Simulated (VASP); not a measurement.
Wanted: the native input for a VASP 6.6.1 run.

```yaml
Task: single point
Functional: r2SCAN
Potentials_or_basis: VASP PAW PBE potentials, release 64 (Zr_sv, S)
Cutoff: 550 eV
k_mesh: 12 × 12 × 4
Occupations: gaussian, width 0.01 eV
Spin: no spin polarisation
Dipole_correction: no
Further_INCAR_settings: ALGO = Normal; EDIFF = 1e-06; NBANDS = 19
```

The system is ZrS2.

```
CELL_PARAMETERS angstrom
3.60091 0.00000 0.00000
-1.80046 3.11848 0.00000
0.00000 0.00000 5.91542
ATOMIC_POSITIONS crystal
Zr 0.00000 0.00000 0.00000
S 0.33333 0.66667 0.24958
S 0.66667 0.33333 0.75042
```

This cell differs from its parent crystal: epitaxial xy strain -2.0%.

One way to write it, as run:

POSCAR

```
ZrS2
1.0
    3.6009111033      0.0000000000      0.0000000000
   -1.8004555516      3.1184804922      0.0000000000
    0.0000000000      0.0000000000      5.9154248369
Zr S
1 2
Direct
    0.0000000000      0.0000000000      0.0000000000
    0.3333333333      0.6666666667      0.2495774573
    0.6666666667      0.3333333333      0.7504225427
```

INCAR.step1

```
  ALGO = Normal
  EDIFF = 1E-5
  ENCUT = 550
  GGA = PE
  GGA_COMPAT = F
  ISMEAR = 0
  LASPH = T
  LCHARG = F
  LREAL = F
  LWAVE = T
  NBANDS = 19
  NELM = 120
  PREC = Accurate
  SIGMA = 0.01
```

INCAR.step2

```
  ALGO = Normal
  EDIFF = 1E-6
  ENCUT = 550
  GGA_COMPAT = F
  ISIF = 2
  ISMEAR = 0
  ISTART = 1
  LASPH = T
  LCHARG = F
  LMIXTAU = T
  LREAL = F
  LWAVE = F
  METAGGA = R2SCAN
  NBANDS = 19
  NELM = 120
  PREC = Accurate
  SIGMA = 0.01
```

KPOINTS

```
k-points
0
Gamma
  12 12 4
```

Potentials or basis: VASP PAW PBE potentials, release 64 (Zr_sv, S).

Command:

```sh
$ cat potpaw_PBE.64/Zr_sv/POTCAR potpaw_PBE.64/S/POTCAR > POTCAR
$ cp INCAR.step1 INCAR
$ mpirun -np 1 vasp_std > vasp.out
$ cp INCAR.step2 INCAR
$ mpirun -np 1 vasp_std > vasp.out
```

It gave:

* Pressure: 3.3 GPa
* Largest force: 0.041 eV/Å
* Band gap on the k mesh: 1.08 eV (least direct gap 1.92 eV)

Caveat: the cell differs from its parent crystal (epitaxial xy strain -2.0%); the cell stands under pressure; the PAW data sets were made with another functional, which shifts forces and pressure a little.

Run time: 2.4 min on 1 thread of Intel(R) Xeon(R) 6975P-C (Granite Rapids), on a shared host, peak memory 0.25 GiB.
